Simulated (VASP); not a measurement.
Set up this calculation in VASP 6.6.1, as the native input.

| Property | Result |
| --- | --- |
| Task | single point |
| Functional | revPBE |
| Potentials or basis | VASP PAW PBE potentials, release 64 (Ba_sv, O) |
| Cutoff | 600 eV |
| k mesh | 8 × 8 × 8 |
| Occupations | gaussian, width 0.05 eV |
| Spin | collinear spin, zero start |
| Starting moments | [0.0, 0.0] μB |
| Dipole correction | no |
| Further INCAR settings | ALGO = Normal; EDIFF = 1e-06; NBANDS = 19 |

The structure of BaO lies in POSCAR:

```
BaO
1.0
    0.0000000000      2.7719946919      2.7719946919
    2.7719946919      0.0000000000      2.7719946919
    2.7719946919      2.7719946919      0.0000000000
Ba O
1 1
Direct
    0.5000000000      0.5000000000      0.5000000000
    0.0000000000      0.0000000000      0.0000000000
```

One way to write it, as run:

INCAR

```
SYSTEM = BaO
PREC = Accurate
ENCUT = 600
EDIFF = 1E-6
ISMEAR = 0
SIGMA = 0.05
LREAL = .FALSE.
LASPH = .TRUE.
NELM = 200
ALGO = Normal
ISIF = 2
LWAVE = .FALSE.
LCHARG = .FALSE.
ISPIN = 2
MAGMOM = 0 0
LORBIT = 11
GGA = RE
NBANDS = 19
GGA_COMPAT = .FALSE.
```

KPOINTS

```
regular mesh
0
G
  8 8 8
  0 0 0
```

Potentials or basis: VASP PAW PBE potentials, release 64 (Ba_sv, O).

Command:

```console
$ cat potpaw_PBE.64/Ba_sv/POTCAR potpaw_PBE.64/O/POTCAR > POTCAR
$ mpirun -np 1 vasp_std > vasp.out
```

Results of the run:

```json
{"Pressure": "4.5 GPa", "Band gap on the k mesh": "2.07 eV, direct", "Net moment": "0.00 μB per cell", "Valence electrons inside the program's atomic spheres": "Ba 7.99; O 4.95"}
```

Caveat: the PAW data sets were made with another functional, which shifts forces and pressure a little; spin-orbit coupling is left out, which moves the levels of the heavy elements.

Run time: 25 s on 1 thread of Intel(R) Xeon(R) 6975P-C (Granite Rapids), with other jobs on the host, peak memory 0.22 GiB.
